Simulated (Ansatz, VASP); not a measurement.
One calculation of AlN, two programs

```xyz
2
Lattice="0.0000 2.1840 2.2386 2.1840 0.0000 2.2386 2.1840 2.1840 0.0000" Properties=species:S:1:pos:R:3 pbc="T T T"
Al    0.0000    0.0000    0.0000
N     3.2760    3.2760    3.3579
```

Change from the starting cell: strain +0.0250 x Voigt [0, 0, 1, 0, 0, 0], atoms carried along.

Alike in both runs: task single point; functional r2SCAN; k mesh 10 × 10 × 10; occupations gaussian, width 0.05 eV; no spin polarisation.

```csv
,VASP,Ansatz
version,VASP 6.6.1,Ansatz 0.2.0
potentials or method,"VASP PAW PBE potentials, release 64 (Al, N), cutoff 520 eV","scalar-relativistic, plane waves, PAW"
valence electrons in the cell,8,8
```

|  | VASP | Ansatz | Ansatz less VASP |
| --- | --- | --- | --- |
| gap on the k mesh at the Fermi level (eV) | 3.84 | 3.85 | +0.007 |
| least direct gap on the mesh (eV) | 4.62 | 4.58 | -0.038 |
| pressure (GPa) | -5.2 | -4.8 | +0.40 |
| traceless stress, the component that is largest in VASP (GPa) | -2.63 | -2.62 | +0.007 |

VASP's potentials were made for PBE, not for r2SCAN.
